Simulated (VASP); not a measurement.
A run of VASP 6.6.1 is set up as follows.

File INCAR:

```
SYSTEM = Be16CO
ALGO = Normal
DIPOL = 0.5 0.5 0.310
EDIFF = 1E-6
ENCUT = 520
GGA = PE
IDIPOL = 3
ISIF = 2
ISMEAR = 0
LASPH = .TRUE.
LCHARG = .TRUE.
LDIPOL = .TRUE.
LELF = .TRUE.
LREAL = Auto
LVACPOTAV = .TRUE.
LVHAR = .TRUE.
LWAVE = .FALSE.
NBANDS = 36
NELM = 80
PREC = Accurate
SIGMA = 0.1
```

The input KPOINTS:

```
k-points
0
G
  6 6 1
  0 0 0
```

File POSCAR:

```
Be16CO
1.0
    4.5254381410      0.0000000000      0.0000000000
   -2.2627190705      3.9191443934      0.0000000000
    0.0000000000      0.0000000000     23.4761687145
Be C O
16 1 1
Direct
    0.3333333333      0.1666666667      0.1703855535
    0.3333333333      0.6666666667      0.1703855535
    0.8333333333      0.1666666667      0.1703855535
    0.8333333333      0.6666666667      0.1703855535
    0.1666666667      0.3333333333      0.2463521558
    0.1666666667      0.8333333333      0.2463521558
    0.6666666667      0.3333333333      0.2463521558
    0.6666666667      0.8333333333      0.2463521558
    0.3333333333      0.1666666667      0.3241941575
    0.3333333333      0.6666666667      0.3241941575
    0.8333333333      0.1666666667      0.3241941575
    0.8333333333      0.6666666667      0.3241941575
    0.1666666667      0.3333333333      0.4036505628
    0.1666666667      0.8333333333      0.4036505628
    0.6666666667      0.3333333333      0.4036505628
    0.6666666667      0.8333333333      0.4036505628
    0.1666666667      0.3333333333      0.4735086397
    0.2049696816      0.2950303184      0.5212367836
```

Potentials or basis: VASP PAW PBE potentials, release 64 (Be, C, O).

Launch:

```sh
$ cat potpaw_PBE.64/Be/POTCAR potpaw_PBE.64/C/POTCAR potpaw_PBE.64/O/POTCAR > POTCAR
$ mpirun -np 1 vasp_std > vasp.out
```

Estimate the band gap on the k mesh.

zero (band 21 reaches -0.96 eV, above the bottom of band 22 at -2.13 eV).

Estimate the largest force.

1.034 eV/Å.

Forces on the atoms (eV/Å):
```
Be  -0.041  0.024 -0.132
Be  -0.010 -0.051 -0.108
Be   0.039  0.034 -0.108
Be   0.011 -0.007 -0.103
Be  -0.002  0.001  0.507
Be  -0.057 -0.033  0.232
Be   0.000  0.066  0.232
Be   0.058 -0.033  0.213
Be   0.178 -0.103 -0.031
Be  -0.008  0.196  0.082
Be  -0.174 -0.091  0.082
Be  -0.002  0.001 -0.109
Be  -0.176  0.102 -0.052
Be  -0.101  0.078 -0.393
Be  -0.118  0.048 -0.393
Be   0.081 -0.047 -0.381
C    0.794 -0.458 -0.414
O   -0.473  0.273  0.879
```
